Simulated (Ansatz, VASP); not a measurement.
# Sn: VASP beside Ansatz

```
CELL_PARAMETERS angstrom
-2.94014 2.94014 1.59930
2.94014 -2.94014 1.59930
2.94014 2.94014 -1.59930
ATOMIC_POSITIONS crystal
Sn 0.00000 0.00000 0.00000
Sn 0.75000 0.25000 0.50000
```

Alike in both runs: functional LDA; k mesh 9 × 9 × 9; occupations fermi-dirac, width 0.05 eV; no spin polarisation.

|  | VASP | Ansatz |
| --- | --- | --- |
| version | VASP 6.6.1 | Ansatz 0.2.0 |
| potentials or method | VASP PAW LDA potentials, release 64 (Sn_d), cutoff 520 eV | all-electron LAPW, scalar-relativistic |
| task | single point | band structure |

|  | VASP | Ansatz | Ansatz less VASP |
| --- | --- | --- | --- |
| gap on the k mesh at the Fermi level (eV) | none | none | - |
| pressure (GPa) | -2.9 | -2.8 | +0.02 |
| traceless stress, the component that is largest in VASP (GPa) | -0.22 | -0.22 | -0.004 |

LDA's correlation is that of Perdew and Zunger in VASP and of Perdew and Wang (1992) in Ansatz. A gap of «none» marks a metal or a gap that the smearing closes. Ansatz ran all-electron here, and VASP with PAW potentials.
